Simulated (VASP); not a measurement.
# ZnS (P1) in VASP: single point with PBE

Aim: the single point of ZnS with PBE.

All numbers are computed with VASP 6.6.1; they aren't measurements. Logs are shortened: lines on timing, memory, paths and dates and some standing lists are left out, and cuts for length are marked.

## Step 1: The cell of the first run

The typed cell holds 4 atoms: a = 3.845 Å, b = 3.845 Å, c = 6.305 Å, α = 90.00°, β = 90.00°, γ = 120.00°.

## Step 2: Single point, PBE (atom 1 (Zn) moved by (-0.450, -0.450) A along x and z)

INCAR

```
  ALGO = Normal
  EDIFF = 1E-7
  ENCUT = 520
  GGA = PE
  ISIF = 2
  ISMEAR = 0
  LASPH = True
  LCHARG = False
  LREAL = False
  LWAVE = False
  NBANDS = 26
  NELM = 80
  PREC = Accurate
  SIGMA = 0.05
```

KPOINTS

```
k-points
0
Gamma
  12 12 4
```

POSCAR

```
ZnS
1.0
    3.8454929876      0.0000000000      0.0000000000
   -1.9227464938      3.3302946173      0.0000000000
    0.0000000000      0.0000000000      6.3053333116
Zn S
2 2
Direct
    0.2163132266      0.6666666667     -0.0661483641
    0.6666666667      0.3333333333      0.5052197901
    0.3333333333      0.6666666667      0.3797802099
    0.6666666667      0.3333333333      0.8797802099
```

Potentials or basis: VASP PAW PBE potentials, release 64 (Zn, S).

Command:

```bash
$ cat potpaw_PBE.64/Zn/POTCAR potpaw_PBE.64/S/POTCAR > POTCAR
$ mpirun -np 1 vasp_std > vasp.out
```

OUTCAR:

```text
EDIFF = 1E-7
   ENCUT = 520
   GGA = PE
   ISIF = 2
   ISMEAR = 0
   LASPH = True
   LREAL = False
   NELM = 80
   PREC = Accurate

 ion  position               nearest neighbor table
   1  0.216  0.667  0.934-   4 1.88   4 2.29   4 2.64   3 2.85
   2  0.667  0.333  0.505-   3 2.36   3 2.36   3 2.36   4 2.36
   3  0.333  0.667  0.380-   2 2.36   2 2.36   2 2.36   1 2.85
   4  0.667  0.333  0.880-   1 1.88   1 2.29   2 2.36   1 2.64

  LATTYP: Found a hexagonal cell.
 ALAT       =     3.8454929876
 C/A-ratio  =     1.6396683941

  Lattice vectors:

 A1 = (   3.8454929876,   0.0000000000,   0.0000000000)
 A2 = (  -1.9227464938,   3.3302946173,   0.0000000000)
 A3 = (   0.0000000000,   0.0000000000,   6.3053333116)

Analysis of symmetry for initial positions (statically):
=====================================================================
 Subroutine PRICEL returns:
 Original cell was already a primitive cell.

 Routine SETGRP: Setting up the symmetry group for a
 hexagonal supercell.

 Subroutine GETGRP returns: Found  1 space group operations
 (whereof  1 operations were pure point group operations)
 out of a pool of 24 trial point group operations.

The static configuration has the point symmetry C_1 .

Analysis of symmetry for dynamics (positions and initial velocities):
=====================================================================
 Subroutine PRICEL returns:
 Original cell was already a primitive cell.

 Routine SETGRP: Setting up the symmetry group for a
 hexagonal supercell.

 Subroutine GETGRP returns: Found  1 space group operations
 (whereof  1 operations were pure point group operations)
 out of a pool of 24 trial point group operations.

The dynamic configuration has the point symmetry C_1 .

 Subroutine INISYM returns: Found  1 space group operations
 (whereof  1 operations are pure point group operations),
 and found     1 'primitive' translations

----------------------------------------------------------------------------------------

                                     Primitive cell

  volume of cell :      80.7500

  direct lattice vectors                    reciprocal lattice vectors
     3.845492988  0.000000000  0.000000000     0.260044682  0.150136867  0.000000000
    -1.922746494  3.330294617  0.000000000     0.000000000  0.300273734  0.000000000
     0.000000000  0.000000000  6.305333312     0.000000000  0.000000000  0.158595898

  length of vectors
     3.845492988  3.845492988  6.305333312     0.300273734  0.300273734  0.158595898

  position of ions in fractional coordinates (direct lattice)
     0.216313227  0.666666667  0.933851636
     0.666666667  0.333333333  0.505219790
     0.333333333  0.666666667  0.379780210
     0.666666667  0.333333333  0.879780210

  ion indices of the primitive-cell ions
   primitive index   ion index
                 1           1
                 2           2
                 3           3
                 4           4

----------------------------------------------------------------------------------------

 KPOINTS: k-points

Automatic generation of k-mesh.
 Grid dimensions read from file:
 generate k-points for:   12   12    4

 Generating k-lattice:

  Cartesian coordinates                     Fractional coordinates (reciprocal lattice)
     0.021670390  0.012511406  0.000000000     0.083333333  0.000000000  0.000000000
     0.000000000  0.025022811  0.000000000     0.000000000  0.083333333  0.000000000
     0.000000000  0.000000000  0.039648975     0.000000000  0.000000000  0.250000000

  Length of vectors
     0.025022811  0.025022811  0.039648975

  Shift w.r.t. Gamma in fractional coordinates (k-lattice)
     0.000000000  0.000000000  0.000000000

 Subroutine IBZKPT returns following result:
 ===========================================

 Found    292 irreducible k-points:

 Following reciprocal coordinates:
            Coordinates               Weight
  0.000000  0.000000  0.000000      1.000000
  0.083333 -0.000000  0.000000      2.000000
  0.000000  0.083333  0.000000      2.000000
 -0.083333  0.083333  0.000000      2.000000
  0.166667  0.000000  0.000000      2.000000
  0.000000  0.166667  0.000000      2.000000
[... 16 lines left out ...]
  0.166667  0.083333  0.000000      2.000000
 -0.083333  0.250000  0.000000      2.000000
 [... further k-points ...]
   k-points           NKPTS =    292   k-points in BZ     NKDIM =    292   number of bands    NBANDS=     26
   number of dos      NEDOS =    301   number of ions     NIONS =      4
   total plane-waves  NPLWV =  43200
   dimension x,y,z NGX =    30 NGY =   30 NGZ =   48
   dimension x,y,z NGXF=    60 NGYF=   60 NGZF=   96
   ions per type =               2   2
   NGX,Y,Z   is equivalent  to a cutoff of  12.97, 12.97, 12.66 a.u.
   NGXF,Y,Z  is equivalent  to a cutoff of  25.94, 25.94, 25.31 a.u.
 SYSTEM =  unknown system
   PREC   = accura    normal or accurate (medium, high low for compatibility)
   ISTART =      0    job   : 0-new  1-cont  2-samecut
   ICHARG =      2    charge: 1-file 2-atom 10-const
   ISPIN  =      1    spin polarized calculation?
   LNONCOLLINEAR =      F non collinear calculations
   LSORBIT =      F    spin-orbit coupling
   LASPH  =      T    aspherical Exc in radial PAW
   ENCUT  =  520.0 eV  38.22 Ry    6.18 a.u.   7.15  7.15 11.72*2*pi/ulx,y,z
   NELM   =     80;   NELMIN=  2; NELMDL= -5     # of ELM steps
   EDIFF  = 0.1E-06   stopping-criterion for ELM
   LREAL  =      F    real-space projection
   EDIFFG = 0.1E-05   stopping-criterion for IOM
   NSW    =      0    number of steps for IOM
   IBRION =     -1    ionic relax: 0-MD 1-quasi-New 2-CG
   NFREE  =      0    steps in history (QN), initial steepest desc. (CG)
   ISIF   =      2    stress and relaxation
   ISYM   =      2    0-nonsym 1-usesym 2-fastsym
   POTIM  = 0.5000    time-step for ionic-motion
   TEBEG  =    0.0;   TEEND  =   0.0 temperature during run
   PSTRESS=    0.0 pullay stress
   NELECT =      36.0000    total number of electrons
   NUPDOWN=      -1.0000    fix difference up-down
   EMIN   =  10.00;   EMAX   =-10.00  energy-range for DOS
   EFERMI =   0.00;   METHOD = LEGACY
   ISMEAR =     0;   SIGMA  =   0.05  broadening in eV -4-tet -1-fermi 0-gaus
   EFERMI_NEDOS =   21; number of points for ismear=-14 and -15
   IALGO  =     38    algorithm
   IMIX   =      4    mixing-type and parameters
     AMIX     =   0.40;   BMIX     =  1.00
     AMIX_MAG =   1.60;   BMIX_MAG =  1.00
  volume/ion in A,a.u.               =      20.19       136.23
  Fermi-wavevector in a.u.,A,eV,Ry     =   1.250628  2.363344 21.280464  1.564070
  Thomas-Fermi vector in A             =   2.384613
   LORBIT       =      0    0 simple, 1 ext, 2 COOP (PROOUT), +10 PAW based schemes
   GGA     = PE    functional components
   LHFCALC =     F    Hartree Fock is set to
   AEXX    =    0.0000 exact exchange contribution
   IVDW    =     0    specifies the selected vdW correction
   LEPSILON=     F    determine dielectric tensor
   LRPA    =     F    only Hartree local field effects (RPA)
 non-spin polarized calculation
 Gauss-broadening in eV      SIGMA  =   0.05
  energy-cutoff  :      520.00
  volume of cell :       80.75
 maximum number of plane-waves:      2208
 NGX is ok and might be reduce to    30
   NGX = 15   NGY = 15   NGZ = 23

 number of electron      36.0000012 magnetization

 Free energy of the ion-electron system (eV)
  ---------------------------------------------------
  ext. energy  EPLUGINS =         0.00000000
  ---------------------------------------------------
  free energy    TOTEN  =       -12.05443441 eV

  energy without entropy =      -12.05443441  energy(sigma->0) =      -12.05443441

 E-fermi :   2.3767     XC(G=0):  -9.4952

 val. band max:        2.1750337444   @ k =   0.0000   0.0000   0.0000
 cond. band min:       3.8324183178   @ k =   0.0000   0.0000   0.0000
 fundamental gap:      1.6573845734
 Fermi energy:         2.3767149056

 k-point     1 :       0.0000    0.0000    0.0000
  band No.  band energies     occupation
      1     -12.0337      2.00000
      2      -9.8790      2.00000
      3      -5.8137      2.00000
      4      -5.5364      2.00000
      5      -5.2459      2.00000
      6      -4.9111      2.00000
[... 18 lines left out ...]
     25       9.9502      0.00000
     26      10.6983      0.00000

 k-point     2 :       0.0833   -0.0000    0.0000
  band No.  band energies     occupation
      1     -11.9871      2.00000
      2      -9.8442      2.00000
      3      -5.8409      2.00000
      4      -5.4987      2.00000
      5      -5.2556      2.00000
      6      -4.9090      2.00000
[... 18 lines left out ...]
     25       9.7891      0.00000
     26      10.4236      0.00000

 k-point     3 :       0.0000    0.0833    0.0000
  band No.  band energies     occupation
      1     -11.9899      2.00000
      2      -9.8441      2.00000
      3      -5.8430      2.00000
      4      -5.5031      2.00000
      5      -5.2556      2.00000
      6      -4.9140      2.00000
[... 18 lines left out ...]
     25      10.0369      0.00000
     26      10.4761      0.00000

 k-point     4 :      -0.0833    0.0833    0.0000
  band No.  band energies     occupation
      1     -12.0007      2.00000
      2      -9.8448      2.00000
      3      -5.8054      2.00000
      4      -5.5314      2.00000
      5      -5.2460      2.00000
      6      -4.9153      2.00000
[... 18 lines left out ...]
     25      10.0966      0.00000
     26      10.5565      0.00000

 k-point     5 :       0.1667    0.0000    0.0000
  band No.  band energies     occupation
      1     -11.8548      2.00000
      2      -9.7471      2.00000
      3      -5.8957      2.00000
      4      -5.4102      2.00000
      5      -5.2823      2.00000
      6      -4.9059      2.00000
[... 18 lines left out ...]
     25       9.9326      0.00000
     26      10.2377      0.00000

 k-point     6 :       0.0000    0.1667    0.0000
  band No.  band energies     occupation
      1     -11.8659      2.00000
      2      -9.7465      2.00000
      3      -5.9014      2.00000
      4      -5.4404      2.00000
      5      -5.2714      2.00000
      6      -4.9187      2.00000
[... 427 lines left out ...]
 k-point    21 :      -0.0833    0.1667    0.0000
  band No.  band energies     occupation
      1     -11.9295      2.00000
      2      -9.7788      2.00000
      3      -5.8339      2.00000
      4      -5.4893      2.00000
      5      -5.2574      2.00000
      6      -4.9218      2.00000
[... 18 lines left out ...]
     25      10.3343      0.00000
     26      10.5439      0.00000

 k-point    22 :      -0.1667    0.0833    0.0000
  band No.  band energies     occupation
      1     -11.9217      2.00000
      2      -9.7792      2.00000
      3      -5.8256      2.00000
      4      -5.4809      2.00000
      5      -5.2543      2.00000
      6      -4.9133      2.00000
[... 18 lines left out ...]
     25       9.9605      0.00000
     26      10.4117      0.00000

 k-point    23 :       0.1667    0.0833    0.0000
  band No.  band energies     occupation
      1     -11.7199      2.00000
      2      -9.6597      2.00000
      3      -5.9541      2.00000
      4      -5.3742      2.00000
      5      -5.2844      2.00000
      6      -4.9095      2.00000
[... 18 lines left out ...]
     25       9.9196      0.00000
     26      10.6955      0.00000

 k-point    24 :      -0.0833    0.2500    0.0000
  band No.  band energies     occupation
      1     -11.7860      2.00000
      2      -9.6603      2.00000
      3      -5.8963      2.00000
      4      -5.4134      2.00000
      5      -5.2720      2.00000
      6      -4.9232      2.00000
[... 18 lines left out ...]
     25      10.4805      0.00000
     26      10.9773      0.00000

 [... further k-points ...]

------------------------ aborting loop because EDIFF is reached ----------------------------------------

  FORCE on cell =-STRESS in cart. coord.  units (eV):
  Direction    XX          YY          ZZ          XY          YZ          ZX
  --------------------------------------------------------------------------------------
  -------------------------------------------------------------------------------------
  Total        7.5306239      4.5983210      0.3736205      6.2654787      1.3269559      1.8240977
  in kB      149.4165870     91.2361906      7.4130781    124.3145937     26.3283926     36.1922804
  external PRESSURE =      82.6886186 kB  Pullay stress =       0.0000000 kB

 VOLUME and BASIS-vectors are now :
 -----------------------------------------------------------------------------
  energy-cutoff  :      520.00
  volume of cell :       80.75
      direct lattice vectors                 reciprocal lattice vectors
     3.845492988  0.000000000  0.000000000     0.260044682  0.150136867  0.000000000
    -1.922746494  3.330294617  0.000000000     0.000000000  0.300273734  0.000000000
     0.000000000  0.000000000  6.305333312     0.000000000  0.000000000  0.158595898

 POSITION                                       TOTAL-FORCE (eV/Angst)
 -----------------------------------------------------------------------------------
     -0.45000      2.22020      5.88825         6.332253      3.901058      2.292153
      1.92275      1.11010      3.18558         0.006576     -0.015659     -0.759680
     -0.00000      2.22020      2.39464        -0.130091      0.031652     -0.225713
      1.92275      1.11010      5.54731        -6.208738     -3.917052     -1.306759
 -----------------------------------------------------------------------------------
    total drift:                                0.000005     -0.000006      0.000756

  FREE ENERGIE OF THE ION-ELECTRON SYSTEM (eV)
  ---------------------------------------------------
  free  energy   TOTEN  =       -12.0544344086 eV

  energy  without entropy=      -12.0544344086  energy(sigma->0) =      -12.05443441
```

Wall time 4 min (1 thread of Intel Xeon 6975P-C (Granite Rapids), shared host); peak memory 0.58 GiB.

Results:

* Free energy: -12.0544 eV
* Pressure: 8.3 GPa
* Largest force: 7.783 eV/Å
* Band gap on the k mesh: 1.66 eV

Forces in eV/Å, atoms in the order of the input:
```
Zn   6.332  3.901  2.292
Zn   0.007 -0.016 -0.760
S   -0.130  0.032 -0.226
S   -6.209 -3.917 -1.307
```

Caveat: the cell differs from its parent crystal (atom 1 (Zn) moved by (-0.450, -0.450) A along x and z); the cell stands under pressure; forces of over 1 eV/Å act on the atoms, so gaps and moduli don't describe the material at rest.
